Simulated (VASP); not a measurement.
# C (P6_3/mmc) in VASP: a series of runs, part 2 of 2

VASP 6.6.1. Earlier steps stand in the parts before.

## Step 3: Single point, LDA

The COD entry that gives the cell may itself be a prediction, so a difference from it is no test against experiment.

This run uses another cell than the first one, of 5.79 Å³/atom, 1.020 times its volume.

The input, INCAR:

```
ALGO = Normal
EDIFF = 1E-6
ENCUT = 520
ISIF = 2
ISMEAR = -1
LASPH = T
LCHARG = F
LREAL = F
LWAVE = F
NBANDS = 26
NELM = 60
PREC = Accurate
SIGMA = 0.05
```

The input, KPOINTS:

```
k-points
0
Gamma
  12 12 4
```

The input, POSCAR:

```
C
1.0
    2.5388031358      0.0000000000      0.0000000000
   -1.2694015679      2.1986680108      0.0000000000
    0.0000000000      0.0000000000      8.2916519209
C
8
Direct
    0.6666666667      0.3333333333      0.8437500000
    0.3333333333      0.6666666667      0.3437500000
    0.6666666667      0.3333333333      0.6562500000
    0.3333333333      0.6666666667      0.1562500000
    0.0000000000      0.0000000000      0.9062500000
    0.0000000000      0.0000000000      0.4062500000
    0.0000000000      0.0000000000      0.5937500000
    0.0000000000      0.0000000000      0.0937500000
```

Potentials or basis: VASP PAW LDA potentials, release 64 (C).

Command:

```
$ cat potpaw_LDA.64/C/POTCAR > POTCAR
$ mpirun -np 1 vasp_std > vasp.out
```

OUTCAR:

```text
EDIFF = 1E-6
   ENCUT = 520
   ISIF = 2
   ISMEAR = -1
   LASPH = T
   LREAL = F
   NELM = 60
   PREC = Accurate

 ion  position               nearest neighbor table
   1  0.667  0.333  0.844-   3 1.55   5 1.55   5 1.55   5 1.55
   2  0.333  0.667  0.344-   4 1.55   6 1.55   6 1.55   6 1.55
   3  0.667  0.333  0.656-   1 1.55   7 1.55   7 1.55   7 1.55
   4  0.333  0.667  0.156-   2 1.55   8 1.55   8 1.55   8 1.55
   5  0.000  0.000  0.906-   8 1.55   1 1.55   1 1.55   1 1.55
   6  0.000  0.000  0.406-   7 1.55   2 1.55   2 1.55   2 1.55
   7  0.000  0.000  0.594-   6 1.55   3 1.55   3 1.55   3 1.55
[... 911 lines left out ...]
  Total       -6.6956773     -6.6956773     -3.2737265      0.0000000      0.0000000      0.0000000
  in kB     -231.7796765   -231.7796765   -113.3243489      0.0000000      0.0000000      0.0000000
  external PRESSURE =    -192.2945673 kB  Pullay stress =       0.0000000 kB

 VOLUME and BASIS-vectors are now :
 -----------------------------------------------------------------------------
  energy-cutoff  :      520.00
  volume of cell :       46.28
      direct lattice vectors                 reciprocal lattice vectors
     2.538803136  0.000000000  0.000000000     0.393886389  0.227410413  0.000000000
    -1.269401568  2.198668011  0.000000000     0.000000000  0.454820826  0.000000000
     0.000000000  0.000000000  8.291651921     0.000000000  0.000000000  0.120603230

 POSITION                                       TOTAL-FORCE (eV/Angst)
 -----------------------------------------------------------------------------------
      1.26940      0.73289      6.99608        -0.000000     -0.000000      0.315639
     -0.00000      1.46578      2.85026         0.000000     -0.000000      0.315639
      1.26940      0.73289      5.44140        -0.000000     -0.000000     -0.315639
     -0.00000      1.46578      1.29557         0.000000      0.000000     -0.315639
      0.00000      0.00000      7.51431        -0.000000     -0.000000      0.319024
      0.00000      0.00000      3.36848        -0.000000     -0.000000      0.319024
      0.00000      0.00000      4.92317        -0.000000      0.000000     -0.319024
      0.00000      0.00000      0.77734         0.000000      0.000000     -0.319024
 -----------------------------------------------------------------------------------
    total drift:                               -0.000000      0.000000      0.000000

  FREE ENERGIE OF THE ION-ELECTRON SYSTEM (eV)
  ---------------------------------------------------
  free  energy   TOTEN  =       -80.7670096459 eV

  energy  without entropy=      -80.7670096459  energy(sigma->0) =      -80.76700965
```

OSZICAR:

```text
N       E                     dE             d eps       ncg     rms          rms(c)
DAV:   1     0.518286249047E+02    0.51829E+02   -0.16456E+04  2964   0.119E+03
DAV:   2    -0.786539632299E+02   -0.13048E+03   -0.12182E+03  3922   0.227E+02
DAV:   3    -0.837532259303E+02   -0.50993E+01   -0.50577E+01  4028   0.390E+01
DAV:   4    -0.838045610646E+02   -0.51335E-01   -0.51247E-01  3850   0.434E+00
DAV:   5    -0.838054620803E+02   -0.90102E-03   -0.90029E-03  3938   0.539E-01    0.111E+01
DAV:   6    -0.815566753885E+02    0.22488E+01   -0.15250E+00  3412   0.637E+00    0.642E+00
DAV:   7    -0.807703969972E+02    0.78628E+00   -0.18306E+00  3578   0.712E+00    0.130E+00
DAV:   8    -0.807670507818E+02    0.33462E-02   -0.46270E-02  3808   0.118E+00    0.609E-02
DAV:   9    -0.807670003464E+02    0.50435E-04   -0.48627E-04  3818   0.137E-01    0.296E-02
DAV:  10    -0.807670100576E+02   -0.97112E-05   -0.19694E-05  3738   0.260E-02    0.739E-03
DAV:  11    -0.807670096459E+02    0.41169E-06   -0.89272E-07  2890   0.570E-03
   1 F= -.80767010E+02 E0= -.80767010E+02  d E =-.103524E-10
```

It took 21 s on 1 thread of Intel Xeon 6975P-C (Granite Rapids), shared host; peak memory 0.16 GiB.

What came out:

- Free energy: -80.7670 eV
- Pressure: -19.2 GPa
- Largest force: 0.319 eV/Å
- Band gap on the k mesh: 4.32 eV, indirect (least direct gap 5.09 eV)

Forces on the atoms (eV/Å):
```
C    0.000  0.000  0.316
C    0.000  0.000  0.316
C    0.000  0.000 -0.316
C    0.000  0.000 -0.316
C    0.000  0.000  0.319
C    0.000  0.000  0.319
C    0.000  0.000 -0.319
C    0.000  0.000 -0.319
```

A k mesh can miss the band edges.

## Step 4: Single point, LDA

This run uses another cell than the first one, of 5.90 Å³/atom, 1.040 times its volume.

The input, INCAR:

```
SYSTEM = C
PREC = Accurate
ENCUT = 520
EDIFF = 1E-6
ISMEAR = -1
SIGMA = 0.05
LREAL = .FALSE.
LASPH = .TRUE.
NELM = 80
ALGO = Normal
ISIF = 2
LWAVE = .FALSE.
LCHARG = .FALSE.
NBANDS = 26
```

The input, KPOINTS:

```
regular mesh
0
G
  12 12 4
  0 0 0
```

Edit POSCAR of step 3 so:

```diff
@@ -2,5 +2,5 @@
 1.0
-    2.5388031358      0.0000000000      0.0000000000
-   -1.2694015679      2.1986680108      0.0000000000
-    0.0000000000      0.0000000000      8.2916519209
+    2.5552893324      0.0000000000      0.0000000000
+   -1.2776446662      2.2129454759      0.0000000000
+    0.0000000000      0.0000000000      8.3454953252
 C
```

Command:

```
$ cat potpaw_LDA.64/C/POTCAR > POTCAR
$ mpirun -np 1 vasp_std > vasp.out
```

Run time: 21 s. Hardware: 1 thread of Intel Xeon 6975P-C (Granite Rapids), shared host; peak memory 0.16 GiB.

Results (log left out):

```yaml
Free_energy: -80.6385 eV
Pressure: -26.6 GPa
Largest_force: 0.307 eV/Å
Band_gap_on_the_k_mesh: 4.27 eV, indirect (least direct gap 5.05 eV)
```

Forces in eV/Å, atoms in the order of the input:
```
C    0.000  0.000  0.306
C    0.000  0.000  0.306
C    0.000  0.000 -0.306
C    0.000  0.000 -0.306
C    0.000  0.000  0.307
C    0.000  0.000  0.307
C    0.000  0.000 -0.307
C    0.000  0.000 -0.307
```

Stress tensor (GPa, compression positive):
```
-30.38   0.00   0.00
  0.00 -30.38   0.00
  0.00   0.00 -19.13
```

Levels at points of the mesh, in eV from the valence-band top:
| k point | band 12 | band 13 | band 14 | band 15 | band 16 | band 17 | band 18 | band 19 | band 20 | band 21 |
| --- | --- | --- | --- | --- | --- | --- | --- | --- | --- | --- |
| (0.00, 0.00, 0.00) | -1.67 | -1.67 | -0.21 | 0.00 | 0.00 | 5.05 | 5.05 | 5.54 | 6.80 | 6.80 |
| (0.50, 0.00, 0.00) | -4.83 | -4.81 | -4.37 | -3.56 | -2.81 | 4.32 | 5.41 | 5.70 | 5.84 | 6.73 |
| (0.00, 0.00, 0.50) | -2.44 | -0.65 | -0.65 | -0.65 | -0.65 | 5.80 | 5.80 | 5.80 | 5.80 | 6.48 |
| (0.50, 0.00, 0.50) | -5.83 | -4.54 | -4.54 | -3.51 | -3.51 | 4.67 | 4.67 | 6.88 | 6.88 | 7.33 |

A k mesh can miss the band edges.

## Step 5: Summary

| cell | gap on the mesh (eV) | pressure (GPa) | largest force (eV/Å) |
| --- | --- | --- | --- |
| a = 2.522, b = 2.522, c = 8.237 Å, angles 90.0, 90.0, 120.0°, 8 atoms | 4.37 | -11.1 | 0.33 |
| a = 2.539, b = 2.539, c = 8.292 Å, angles 90.0, 90.0, 120.0°, 8 atoms | 4.32 | -19.2 | 0.32 |
| a = 2.555, b = 2.555, c = 8.345 Å, angles 90.0, 90.0, 120.0°, 8 atoms | 4.27 | -26.6 | 0.31 |

Alike in all rows: task single point; level LDA; potentials or basis VASP PAW LDA potentials, release 64 (C); no spin polarisation; k mesh 12 × 12 × 4; cutoff (eV) 520; smearing fermi-dirac 0.05 eV.

Total energies depend on the potentials used, so only differences within one code and one set of settings carry meaning.
